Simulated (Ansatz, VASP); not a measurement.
**Two plane-wave programs on SrO**

```
Sr O
1.0
     0.00000    2.64413    2.54797
     2.64413    0.00000    2.54797
     2.64413    2.64413    0.00000
Sr O
1 1
Direct
  0.00000 0.00000 0.00000
  0.50000 0.50000 0.50000
```

Change from the starting cell: epitaxial_xy strain +2.5%.

Alike in both runs: task single point; functional r2SCAN; k mesh 8 × 8 × 8; no spin polarisation.

|  | VASP | Ansatz |
| --- | --- | --- |
| version | VASP 6.6.1 | Ansatz 0.2.0 |
| potentials or method | VASP PAW PBE potentials, release 64 (Sr_sv, O) | plane waves, PAW |
| plane-wave cutoff (eV) | 520 | 500 |
| occupations | gaussian, width 0.01 eV | fixed |
| valence electrons in the cell | 16 | 16 |

|  | VASP | Ansatz | Ansatz less VASP |
| --- | --- | --- | --- |
| gap on the k mesh at the Fermi level (eV) | 3.59 | 3.64 | +0.050 |
| pressure (GPa) | -2.4 | -2.9 | -0.45 |
| traceless stress, the component that is largest in VASP (GPa) | 3.03 | 2.88 | -0.158 |

VASP's potentials were made for PBE, not for r2SCAN.
